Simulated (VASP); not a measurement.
Set up this calculation in VASP 6.6.1, as the native input.

```
Task                   : relaxation of cell and atoms
Functional             : PBE
Potentials or basis    : VASP PAW PBE potentials, release 64 (Ga_d, P)
Cutoff                 : 600 eV
k mesh                 : 12 × 12 × 4
Occupations            : gaussian, width 0.1 eV
Spin                   : no spin polarisation
Dipole correction      : no
Further INCAR settings : ALGO = Normal; EDIFF = 1e-06; IBRION = 2; EDIFFG = -0.01; NSW = 100; ISIF = 3
```

The structure of GaP2 lies in POSCAR:

```
GaP2
1.0
    3.4349523705      0.0000000000      0.0000000000
   -1.7174761853      2.9747560137      0.0000000000
    0.0000000000      0.0000000000      9.7679280095
Ga P
2 4
Direct
    0.0000000000      0.0000000000      0.2500000000
    0.0000000000      0.0000000000      0.7500000000
    0.3333333333      0.6666666667      0.4326999823
    0.6666666667      0.3333333333      0.9326999823
    0.3333333333      0.6666666667      0.0673000177
    0.6666666667      0.3333333333      0.5673000177
```

The cell was generated, and may not be a known phase.

These files were run (other wordings do the same):

INCAR

```
SYSTEM = GaP2
ALGO = Normal ; EDIFF = 1E-6
EDIFFG = -0.01 ; ENCUT = 600
GGA = PE ; IBRION = 2
ISIF = 3 ; ISMEAR = 0
LASPH = .TRUE. ; LCHARG = .FALSE.
LREAL = .FALSE. ; LWAVE = .FALSE.
NELM = 80 ; NSW = 100
PREC = Accurate ; SIGMA = 0.1
```

KPOINTS

```
k-points
0
G
  12 12 4
  0 0 0
```

Potentials or basis: VASP PAW PBE potentials, release 64 (Ga_d, P).

Run with:

```console
$ cat potpaw_PBE.64/Ga_d/POTCAR potpaw_PBE.64/P/POTCAR > POTCAR
$ mpirun -np 1 vasp_std > vasp.out
```

Results of the run:

* Relaxed volume: 16.79 Å³/atom
* Relaxed cell: a = 3.432 Å, b = 3.432 Å, c = 9.874 Å, α = 90.00°, β = 90.00°, γ = 120.00°
* Space group after relaxing (to 0.1 Å): P6_3/mmc (No. 194)
* Energy gained by relaxing: 0.6 meV/atom
* Ionic steps: 8
* Pressure after relaxing: 0.0 GPa
* Band gap on the k mesh: zero (bands 23 and 24 overlap by 3.12 eV)

Wall time 15 min on 1 thread of Intel Xeon 8259CL (shared host), peak memory 0.35 GiB.
